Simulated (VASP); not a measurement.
Ge, 2 atoms in the cell. The typed cell holds 2 atoms: a = 3.093 Å, b = 3.093 Å, c = 5.208 Å, α = 90.00°, β = 90.00°, γ = 120.51°. 

```yaml
Program: VASP 6.6.1
Task: single point
Functional: BLYP
Potentials_or_basis: VASP PAW PBE potentials, release 64 (Ge_d)
Cutoff: 520 eV
k_mesh: 10 × 10 × 6
Occupations: fermi-dirac, width 0.05 eV
Spin: no spin polarisation
Dipole_correction: no
Further_INCAR_settings: ALGO = Normal; EDIFF = 1e-07; NBANDS = 21
```

Potentials or basis: VASP PAW PBE potentials, release 64 (Ge_d).

The run is started by

```sh
$ cat potpaw_PBE.64/Ge_d/POTCAR > POTCAR
$ mpirun -np 1 vasp_std > vasp.out
```

Hardware: 1 thread of Intel(R) Xeon(R) 6975P-C (Granite Rapids), with other jobs on the host.

Q: Estimate the wall time of this run.

A: It took 35 s on 1 thread of Intel(R) Xeon(R) 6975P-C (Granite Rapids) (shared host), peak memory 0.21 GiB. Counts: scf iterations 13, k points 124.
